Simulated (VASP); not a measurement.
## HfN: single point with r2SCAN

The system is HfN.

```
CELL_PARAMETERS angstrom
0.00000 1.97342 2.96013
1.97342 0.00000 2.96013
1.97342 1.97342 0.00000
ATOMIC_POSITIONS crystal
Hf 0.00000 0.00000 0.00000
N 0.50000 0.50000 0.50000
```

This cell differs from its parent crystal: ratio of the length along z to the lengths across it x 1.5, volume and fractional coordinates fixed.

| Property | Result |
| --- | --- |
| Program | VASP 6.6.1 |
| Task | single point |
| Functional | r2SCAN |
| Potentials or basis | VASP PAW PBE potentials, release 64 (Hf_pv, N) |
| Cutoff | 520 eV |
| k mesh | 20 × 20 × 20 |
| Occupations | gaussian, width 0.15 eV |
| Spin | no spin polarisation |
| Dipole correction | no |
| Further INCAR settings | ALGO = Normal; EDIFF = 1e-07; NBANDS = 14 |

```json
{
 "Pressure": "87.8 GPa",
 "Band gap on the k mesh": "zero (an odd number of electrons rules out a gap without spin polarisation)"
}
```

Stress tensor (GPa, compression positive):
```
136.47   0.00   0.00
  0.00 136.47   0.00
  0.00   0.00  -9.53
```

Levels at points of the mesh, in eV from the Fermi level:
```tsv
k point	band 3	band 4	band 5	band 6	band 7	band 8	band 9	band 10	band 11	band 12
(0.00, 0.00, 0.00)	-31.41	-18.79	-3.91	-3.76	-2.53	-2.31	-2.31	2.81	2.81	5.29
(0.50, 0.00, 0.00)	-31.13	-14.51	-9.30	-7.38	-7.29	2.91	3.61	5.17	5.80	7.01
(0.50, 0.50, 0.00)	-31.46	-18.33	-6.88	-3.29	-2.46	-2.46	5.55	5.55	5.57	5.61
(0.50, 0.00, 0.50)	-31.81	-18.24	-4.22	-3.40	-2.83	-2.76	1.96	2.62	8.16	9.83
```

It took 21 min on 1 thread of Intel Xeon 8259CL, on a shared host, peak memory 0.34 GiB.

Caveat: the cell stands under pressure; the PAW data sets were made with another functional, which shifts forces and pressure a little; spin-orbit coupling is left out, which moves the levels of the heavy elements.
